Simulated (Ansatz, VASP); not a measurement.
**One calculation of BN, two programs**

```
CELL_PARAMETERS angstrom
2.69734 0.00000 0.00000
-1.34867 2.33597 0.00000
0.00000 0.00000 5.74045
ATOMIC_POSITIONS crystal
B 0.33333 0.66667 0.25000
B 0.66667 0.33333 0.75000
N 0.33333 0.66667 0.75000
N 0.66667 0.33333 0.25000
```

Alike in both runs: task single point; functional r2SCAN; k mesh 12 × 12 × 4; occupations gaussian, width 0.05 eV; no spin polarisation.

|  | VASP | Ansatz |
| --- | --- | --- |
| version | VASP 6.6.1 | Ansatz 0.2.0 |
| potentials or method | VASP PAW PBE potentials, release 64 (B, N), cutoff 520 eV | scalar-relativistic, plane waves, PAW |
| valence electrons in the cell | 16 | 16 |

|  | VASP | Ansatz | Ansatz less VASP |
| --- | --- | --- | --- |
| gap on the k mesh at the Fermi level (eV) | 4.21 | 4.19 | -0.024 |
| least direct gap on the mesh (eV) | 4.55 | 4.52 | -0.025 |

VASP's potentials were made for PBE, not for r2SCAN.
